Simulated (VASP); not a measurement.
Here is a VASP 6.6.1 calculation.

The input INCAR:

```
SYSTEM = PbS
PREC     = Accurate       ! precision mode
ENCUT    = 500            ! plane-wave cutoff, eV
EDIFF    = 1E-6           ! SCF threshold, eV
ISMEAR   = -1             ! smearing method
SIGMA    = 0.05           ! smearing width, eV
LREAL    = .False.        ! projectors in reciprocal space
LASPH    = .True.         ! aspherical terms in the spheres
NELM     = 120            ! most SCF steps
ALGO     = Normal         ! electronic algorithm
ISIF     = 2              ! what is computed and relaxed
LWAVE    = .False.        ! write WAVECAR
LCHARG   = .False.        ! write CHGCAR
GGA      = PS             ! functional
NBANDS   = 17             ! bands
GGA_COMPAT= .False.
```

The input KPOINTS:

```
regular mesh
0
Gamma
  7 7 7
  0 0 0
```

The input POSCAR:

```
PbS
1.0
    0.0000000000      2.9657500000      2.9657500000
    2.9657500000      0.0000000000      2.9657500000
    2.9657500000      2.9657500000      0.0000000000
Pb S
1 1
Direct
    0.0000000000      0.0000000000      0.0000000000
    0.5000000000      0.5000000000      0.5000000000
```

Potentials or basis: VASP PAW PBE potentials, release 64 (Pb_d, S).

The run is started by

```sh
$ cat potpaw_PBE.64/Pb_d/POTCAR potpaw_PBE.64/S/POTCAR > POTCAR
$ mpirun -np 1 vasp_std > vasp.out
```

Problem. Predict the pressure.

Solution. -1.0 GPa.

Caveat: the PAW data sets were made with another functional, which shifts forces and pressure a little.
